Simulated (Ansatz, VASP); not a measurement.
**Au in VASP and in Ansatz**

Contents of INCAR:

```
  PREC = Accurate
  ENCUT = 520
  EDIFF = 1E-8
  ISMEAR = -1
  SIGMA = 0.03
  LREAL = False
  LASPH = True
  NELM = 80
  ALGO = Normal
  ISIF = 2
  LWAVE = False
  LCHARG = False
  LEFG = True
  NBANDS = 12
```

KPOINTS

```
regular mesh
0
Gamma
  14 14 14
```

File POSCAR:

```
Au
1.0
    0.0000000000      2.0501785562      2.0501785562
    2.0501785562      0.0000000000      2.0501785562
    2.0501785562      2.0501785562      0.0000000000
Au
1
Direct
    0.0000000000      0.0000000000      0.0000000000
```

Input for Ansatz:

```yaml
crystal:
  lattice:
    - [0.0, 2.0501785562, 2.0501785562]
    - [2.0501785562, 0.0, 2.0501785562]
    - [2.0501785562, 2.0501785562, 0.0]
  atoms:
    - { symbol: Au, position: [0.0, 0.0, 0.0] }
kpoints:
  mp_grid: { grid: [14, 14, 14] }
scf:
  occupations: { method: fermi_dirac, width: 0.03 }
hamiltonian:
  xc: lda
  pseudopotentials: { kind: paw }
output:
  forces: true
  stress: true
  eigenvalues: true
  efg: { contact_densities: true }
```

Change from the starting cell: functional lda, volume scaled by 0.96, PAW files.

Alike in both runs: task electric field gradients; functional LDA; k mesh 14 × 14 × 14; occupations fermi-dirac, width 0.03 eV; no spin polarisation.

```csv
,VASP,Ansatz
version,VASP 6.6.1,Ansatz 0.2.0
potentials or method,"VASP PAW LDA potentials, release 64 (Au)","PAW with Ansatz's default frozen-core files, scalar-relativistic"
plane-wave cutoff (eV),520,420
valence electrons in the cell,11,19
```

```tsv
	VASP	Ansatz	Ansatz less VASP
pressure (GPa)	-6.4	-6.8	-0.42
```

LDA's correlation is that of Perdew and Zunger in VASP and of Perdew and Wang (1992) in Ansatz. VASP's potentials hold 11 valence electrons a cell and Ansatz's 19, so a difference there can come from the potentials and not from the codes.

Neither program's run includes spin-orbit coupling.
